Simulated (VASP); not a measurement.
Input of a VASP 6.6.1 run:

File INCAR:

```
PREC = Accurate ; ENCUT = 520
EDIFF = 1E-6 ; ISMEAR = 0
SIGMA = 0.1 ; LREAL = F
LASPH = T ; NELM = 60
ALGO = Normal ; ISIF = 2
LWAVE = F ; LCHARG = F
LDIPOL = T ; IDIPOL = 3
DIPOL = 0.5 0.5 0.369 ; GGA = PE
NBANDS = 32
```

KPOINTS

```
Automatic mesh
0
Gamma
  9 9 1
```

The input POSCAR:

```
W3S
1.0
    2.8545944806      0.0000000000      0.0000000000
   -1.4272972403      2.4721513377      0.0000000000
    0.0000000000      0.0000000000     20.1971108355
W S
3 1
Direct
    0.6666666666      0.3333333333      0.1980481284
    0.3333333334      0.6666666667      0.3143337982
    0.0000000000      0.0000000000      0.4306116309
    0.1666666667      0.3333333333      0.5344240637
```

Potentials or basis: VASP PAW PBE potentials, release 64 (W_sv, S).

The run is started by

```console
$ cat potpaw_PBE.64/W_sv/POTCAR potpaw_PBE.64/S/POTCAR > POTCAR
$ mpirun -np 1 vasp_std > vasp.out
```

(1) Estimate the largest force.

(2) Predict the band gap on the k mesh.

Results:

(1) 1.041 eV/Å.

(2) zero (band 24 reaches 2.32 eV, above the bottom of band 25 at 1.47 eV).

Caveat: spin-orbit coupling is left out, which moves the levels of the heavy elements.
